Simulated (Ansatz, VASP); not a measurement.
**C: VASP beside Ansatz**

```
C
1.0
     2.49827    0.00000    0.00000
    -1.24913    2.16356    0.00000
     0.00000    0.00000    4.22300
C
4
Direct
  0.33333 0.66667 0.99974
  0.66667 0.33333 0.49974
  0.33333 0.66667 0.37426
  0.66667 0.33333 0.87426
```

Change from the starting cell: strained cell.

Alike in both runs: task relaxation of the atoms; functional PBEsol; k mesh 9 × 9 × 6; occupations gaussian, width 0.02 eV; no spin polarisation.

```csv
,VASP,Ansatz
version,VASP 6.6.1,Ansatz 0.2.0
potentials or method,"VASP PAW PBE potentials, release 64 (C), cutoff 520 eV","scalar-relativistic, plane waves, PAW"
valence electrons in the cell,16,16
```

Ansatz gave:

| Item | Value |
| --- | --- |
| gap on the k mesh at the Fermi level, each at its own relaxed structure (eV) | 3.11 |

Q: What did VASP give for the same quantities?

A: gap on the k mesh at the Fermi level, each at its own relaxed structure (eV): 3.08.

VASP's potentials were made for PBE, not for PBEsol, and Ansatz warns of the same on its side. Ansatz's warnings: stress scf threshold loose.
